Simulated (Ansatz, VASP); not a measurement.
# One calculation of Bi, two programs

```
Bi
1.0
    -1.91688    1.91688    1.91688
     1.91688   -1.91688    1.91688
     1.91688    1.91688   -1.91688
Bi
1
Direct
  0.00000 0.00000 0.00000
```

Alike in both runs: task single point; functional PBEsol; k mesh 16 × 16 × 16; occupations gaussian, width 0.1 eV; no spin polarisation.

|  | VASP | Ansatz |
| --- | --- | --- |
| version | VASP 6.6.1 | Ansatz 0.2.0 |
| potentials or method | VASP PAW PBE potentials, release 64 (Bi_d), cutoff 520 eV | scalar-relativistic, plane waves, PAW |
| valence electrons in the cell | 15 | 15 |

```tsv
	VASP	Ansatz	Ansatz less VASP
gap on the k mesh at the Fermi level (eV)	none	none	-
pressure (GPa)	4.2	4.2	+0.02
```

VASP's potentials were made for PBE, not for PBEsol. A gap of «none» marks a metal or a gap that the smearing closes. With one functional, cell and mesh, what is left measures potentials, basis and numerics.

Spin-orbit coupling is off throughout.
